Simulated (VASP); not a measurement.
# ZnS (P6_3mc) in VASP: notebook, part 2 of 2

VASP 6.6.1. Earlier steps stand in the parts before.

## 3. Single point, PBE

This run uses another cell than the first one, of 21.28 Å³/atom, 1.027 times its volume.

File INCAR:

```
PREC = Accurate
ENCUT = 520
EDIFF = 1E-6
ISMEAR = 0
SIGMA = 0.05
LREAL = F
LASPH = T
NELM = 100
ALGO = Normal
ISIF = 2
LWAVE = F
LCHARG = F
GGA = PE
NBANDS = 26
```

File KPOINTS:

```
Automatic mesh
0
Gamma
  9 9 4
```

File POSCAR:

```
ZnS
1.0
    3.9482351536      0.0000000000      0.0000000000
   -1.9741175768      3.4192719432      0.0000000000
    0.0000000000      0.0000000000      6.3037246812
Zn S
2 2
Direct
    0.3333333333      0.6666666667      0.0052003729
    0.6666666667      0.3333333333      0.5052003729
    0.3333333333      0.6666666667      0.3797996271
    0.6666666667      0.3333333333      0.8797996271
```

Potentials or basis: VASP PAW PBE potentials, release 64 (Zn, S).

Run with:

```
> cat potpaw_PBE.64/Zn/POTCAR potpaw_PBE.64/S/POTCAR > POTCAR
> mpirun -np 1 vasp_std > vasp.out
```

OUTCAR:

```text
PREC = Accurate
   ENCUT = 520
   EDIFF = 1E-6
   ISMEAR = 0
   LREAL = F
   LASPH = T
   NELM = 100
   ISIF = 2
   GGA = PE

 ion  position               nearest neighbor table
   1  0.333  0.667  0.005-   3 2.36   4 2.41   4 2.41   4 2.41
   2  0.667  0.333  0.505-   4 2.36   3 2.41   3 2.41   3 2.41
   3  0.333  0.667  0.380-   1 2.36   2 2.41   2 2.41   2 2.41
   4  0.667  0.333  0.880-   2 2.36   1 2.41   1 2.41   1 2.41

  LATTYP: Found a hexagonal cell.
 ALAT       =     3.9482351536
 C/A-ratio  =     1.5965930184

  Lattice vectors:

 A1 = (   3.9482351536,   0.0000000000,   0.0000000000)
 A2 = (  -1.9741175768,   3.4192719432,   0.0000000000)
 A3 = (   0.0000000000,   0.0000000000,   6.3037246812)

Analysis of symmetry for initial positions (statically):
=====================================================================
 Subroutine PRICEL returns:
 Original cell was already a primitive cell.

 Routine SETGRP: Setting up the symmetry group for a
 hexagonal supercell.

 Subroutine GETGRP returns: Found 12 space group operations
[... 166 lines left out ...]
  ext. energy  EPLUGINS =         0.00000000
  ---------------------------------------------------
  free energy    TOTEN  =       -13.63841089 eV

  energy without entropy =      -13.63841089  energy(sigma->0) =      -13.63841089

 E-fermi :   1.6667     XC(G=0):  -9.2710

 val. band max:        1.4281720003   @ k =   0.0000   0.0000   0.0000
 cond. band min:       3.3156342458   @ k =   0.0000   0.0000   0.0000
 fundamental gap:      1.8874622454
 Fermi energy:         1.6667000143

 k-point     1 :       0.0000    0.0000    0.0000
  band No.  band energies     occupation
      1     -11.2175      2.00000
      2     -10.3652      2.00000
      3      -4.6362      2.00000
      4      -4.6069      2.00000
      5      -4.6068      2.00000
      6      -4.5302      2.00000
[... 685 lines left out ...]
     25      11.2540      0.00000
     26      11.3099      0.00000

 [... further k-points ...]
[... 5 lines left out ...]
  --------------------------------------------------------------------------------------
  -------------------------------------------------------------------------------------
  Total       -2.1223373     -2.1223373     -0.5841778      0.0000000     -0.0000000      0.0000000
  in kB      -39.9568371    -39.9568371    -10.9982025      0.0000000     -0.0000000      0.0000000
  external PRESSURE =     -30.3039589 kB  Pullay stress =       0.0000000 kB

 VOLUME and BASIS-vectors are now :
 -----------------------------------------------------------------------------
  energy-cutoff  :      520.00
  volume of cell :       85.10
      direct lattice vectors                 reciprocal lattice vectors
     3.948235154  0.000000000  0.000000000     0.253277721  0.146229960  0.000000000
    -1.974117577  3.419271943  0.000000000     0.000000000  0.292459920  0.000000000
     0.000000000  0.000000000  6.303724681     0.000000000  0.000000000  0.158636370

 POSITION                                       TOTAL-FORCE (eV/Angst)
 -----------------------------------------------------------------------------------
     -0.00000      2.27951      0.03278        -0.000000     -0.000000     -0.124565
      1.97412      1.13976      3.18464         0.000000      0.000000     -0.124565
     -0.00000      2.27951      2.39415         0.000000     -0.000000      0.124565
      1.97412      1.13976      5.54601        -0.000000     -0.000000      0.124565
 -----------------------------------------------------------------------------------
    total drift:                               -0.000001     -0.000001      0.000066

  FREE ENERGIE OF THE ION-ELECTRON SYSTEM (eV)
  ---------------------------------------------------
  free  energy   TOTEN  =       -13.6384108880 eV

  energy  without entropy=      -13.6384108880  energy(sigma->0) =      -13.63841089
```

OSZICAR:

```text
N       E                     dE             d eps       ncg     rms          rms(c)
DAV:   1     0.241893183388E+03    0.24189E+03   -0.17025E+04  1872   0.163E+03
DAV:   2     0.975047523390E+01   -0.23214E+03   -0.22195E+03  1954   0.346E+02
DAV:   3    -0.139274097050E+02   -0.23678E+02   -0.23439E+02  2244   0.110E+02
DAV:   4    -0.144932398338E+02   -0.56583E+00   -0.56459E+00  2182   0.171E+01
DAV:   5    -0.145020647422E+02   -0.88249E-02   -0.88228E-02  2228   0.208E+00    0.854E+00
DAV:   6    -0.136461027562E+02    0.85596E+00   -0.16463E+00  2830   0.353E+01    0.669E+00
DAV:   7    -0.136412530114E+02    0.48497E-02   -0.10530E+00  2012   0.600E+00    0.325E+00
DAV:   8    -0.136373658672E+02    0.38871E-02   -0.34958E-02  2332   0.202E+00    0.828E-01
DAV:   9    -0.136379678541E+02   -0.60199E-03   -0.68800E-03  2468   0.140E+00    0.205E-01
DAV:  10    -0.136381794782E+02   -0.21162E-03   -0.79559E-04  2148   0.301E-01    0.857E-02
DAV:  11    -0.136384097838E+02   -0.23031E-03   -0.38946E-04  1944   0.118E-01    0.593E-02
DAV:  12    -0.136384074954E+02    0.22884E-05   -0.90151E-06  2188   0.203E-02    0.119E-02
DAV:  13    -0.136384108662E+02   -0.33708E-05   -0.63164E-06  1926   0.150E-02    0.402E-03
DAV:  14    -0.136384108880E+02   -0.21806E-07   -0.12027E-07  1566   0.254E-03
   1 F= -.13638411E+02 E0= -.13638411E+02  d E =-.313155E-13
```

stdout:

```text
POSCAR found type information on POSCAR ZnS
 POSCAR found :  2 types and       4 ions
 scaLAPACK will be used
 LDA part: xc-table for (Slater+PW92), standard interpolation
 POSCAR, INCAR and KPOINTS ok, starting setup
 FFT: planning ... GRIDC
 FFT: planning ... GRID_SOFT
 FFT: planning ... GRID
 WAVECAR not read
 entering main loop
```

Wall time 1.7 min (1 thread of AMD EPYC 7R43 (Zen 3), shared host); peak memory 0.19 GiB.

What came out:

```yaml
Free_energy: -13.6384 eV
Pressure: -3.0 GPa
Largest_force: 0.125 eV/Å
Band_gap_on_the_k_mesh: 1.89 eV, direct
```

Forces in eV/Å, atoms in the order of the input:
```
Zn   0.000  0.000 -0.125
Zn   0.000  0.000 -0.125
S    0.000  0.000  0.125
S    0.000  0.000  0.125
```

## 4. Single point, PBE

This run uses another cell than the first one, of 21.83 Å³/atom, 1.053 times its volume.

File INCAR:

```
SYSTEM = ZnS
PREC = Accurate
ENCUT = 520
EDIFF = 1E-6
ISMEAR = 0
SIGMA = 0.05
LREAL = .False.
LASPH = .True.
NELM = 60
ALGO = Normal
ISIF = 2
LWAVE = .False.
LCHARG = .False.
GGA = PE
NBANDS = 26
```

File KPOINTS:

```
Automatic mesh
0
Gamma
  9 9 4
  0 0 0
```

POSCAR, as its differences from that of step 3:

```diff
@@ -2,4 +2,4 @@
 1.0
-    3.9482351536      0.0000000000      0.0000000000
-   -1.9741175768      3.4192719432      0.0000000000
+    3.9993810848      0.0000000000      0.0000000000
+   -1.9996905424      3.4635656189      0.0000000000
     0.0000000000      0.0000000000      6.3037246812
```

Run with:

```
> cat potpaw_PBE.64/Zn/POTCAR potpaw_PBE.64/S/POTCAR > POTCAR
> mpirun -np 1 vasp_std > vasp.out
```

Wall time 1.9 min (1 thread of AMD EPYC 7R43 (Zen 3), shared host); peak memory 0.19 GiB.

Results (log left out):

| Item | Value |
| --- | --- |
| Free energy | -13.5721 eV |
| Pressure | -4.3 GPa |
| Largest force | 0.163 eV/Å |
| Band gap on the k mesh | 1.76 eV, direct |

Forces in eV/Å, atoms in the order of the input:
```
Zn   0.000  0.000 -0.163
Zn   0.000  0.000 -0.163
S    0.000  0.000  0.163
S    0.000  0.000  0.163
```

Stress tensor (GPa, compression positive):
```
-5.58  0.00  0.00
 0.00 -5.58  0.00
 0.00  0.00 -1.63
```

Levels at points of the mesh, in eV from the valence-band top:
| k point | band 14 | band 15 | band 16 | band 17 | band 18 | band 19 | band 20 | band 21 | band 22 | band 23 |
| --- | --- | --- | --- | --- | --- | --- | --- | --- | --- | --- |
| (0.00, 0.00, 0.00) | -0.88 | -0.88 | -0.02 | -0.02 | 0.00 | 1.76 | 2.67 | 6.21 | 6.21 | 7.02 |
| (0.00, 0.00, 0.50) | -2.56 | -0.47 | -0.47 | -0.47 | -0.47 | 3.14 | 3.14 | 6.65 | 6.65 | 6.65 |

## 5. The runs side by side

| cell | gap on the mesh (eV) | pressure (GPa) | largest force (eV/Å) |
| --- | --- | --- | --- |
| a = 3.897, b = 3.897, c = 6.304 Å, angles 90.0, 90.0, 120.0°, 4 atoms | 1.99 | -1.6 | 0.07 |
| a = 3.948, b = 3.948, c = 6.304 Å, angles 90.0, 90.0, 120.0°, 4 atoms | 1.89 | -3.0 | 0.12 |
| a = 3.999, b = 3.999, c = 6.304 Å, angles 90.0, 90.0, 120.0°, 4 atoms | 1.76 | -4.3 | 0.16 |

Alike in all rows: task single point; level PBE; potentials or basis VASP PAW PBE potentials, release 64 (Zn, S); no spin polarisation; k mesh 9 × 9 × 4; cutoff (eV) 520; smearing gaussian 0.05 eV.

Total energies depend on the potentials used, so only differences within one code and one set of settings carry meaning.
